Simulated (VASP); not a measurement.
Crystal: Si3N2.

```
CELL_PARAMETERS angstrom
3.49392 0.00000 0.00000
-1.74696 3.02582 0.00000
0.00000 0.00000 5.43597
ATOMIC_POSITIONS crystal
Si 0.00000 0.00000 0.00000
Si 0.33333 0.66667 0.64500
Si 0.66667 0.33333 0.35500
N 0.33333 0.66667 0.24500
N 0.66667 0.33333 0.75500
```

```yaml
Program: VASP 6.6.1
Task: relaxation of cell and atoms
Functional: PBE
Potentials_or_basis: VASP PAW PBE potentials, release 64 (Si, N)
Cutoff: 600 eV
k_mesh: 6 × 6 × 4
Occupations: gaussian, width 0.1 eV
Spin: no spin polarisation
```

At the start: pressure 11.8 GPa; volume 11.49 Å³/atom.

Where does the relaxation end?

Over 30 steps the energy falls by 1444.3 meV/atom and the volume is 11.38 Å³/atom (-1.0 %); space group P-3m1 (No. 164, to 0.1 Å) before and after.

Step by step:
```tsv
step	energy change (eV)	largest force (eV/Å)	pressure (GPa)	volume (Å³)
1	0.0000	0.9872	11.84	57.47
2	-0.3141	0.9476	-2.25	64.83
3	-0.3142	0.9508	-2.39	64.94
4	-0.5078	1.4971	-2.93	65.19
5	-1.4434	2.7549	-9.34	65.91
6	-2.9311	1.6983	-20.86	67.21
7	-2.9571	1.7687	-20.87	67.12
8	-3.0182	1.9895	-20.84	66.83
9	-3.0612	2.4810	-20.48	66.27
10	-3.1372	2.4809	-20.19	65.91
11	-3.3612	2.4809	-19.23	64.83
12	-3.7892	2.4848	-16.90	62.69
13	-4.5427	2.5135	-10.43	58.53
14	-5.4430	2.1082	13.42	50.63
15	-5.9094	1.2256	13.77	50.62
16	-6.4950	1.1722	21.54	50.26
17	-6.9097	0.7465	6.12	53.71
18	-6.9902	0.7356	-5.32	57.21
19	-6.9976	0.6075	-3.20	56.47
20	-7.0531	0.5457	-2.19	56.47
21	-7.0905	0.6288	-0.38	56.45
22	-7.0911	0.6441	-0.10	56.44
23	-7.1258	0.4941	-0.10	56.42
24	-7.1926	0.4248	0.13	56.33
25	-7.1570	1.0034	1.82	56.17
26	-7.2067	0.4451	0.48	56.28
27	-7.2196	0.1237	1.22	56.55
28	-7.2200	0.0610	1.11	56.51
29	-7.2205	0.0276	-1.12	57.23
30	-7.2214	0.0386	-0.13	56.91
```

Final structure:
```
CELL_PARAMETERS angstrom
2.87315 0.00000 0.00000
-1.43658 2.48822 0.00000
0.00000 0.00000 7.95987
ATOMIC_POSITIONS crystal
Si 0.00000 0.00000 0.00000
Si 0.33333 0.66667 0.73246
Si 0.66667 0.33333 0.26754
N 0.33333 0.66667 0.34095
N 0.66667 0.33333 0.65905
```

Caveat: a cell axis changed by over 15 % at a fixed basis, so the end point is rough.
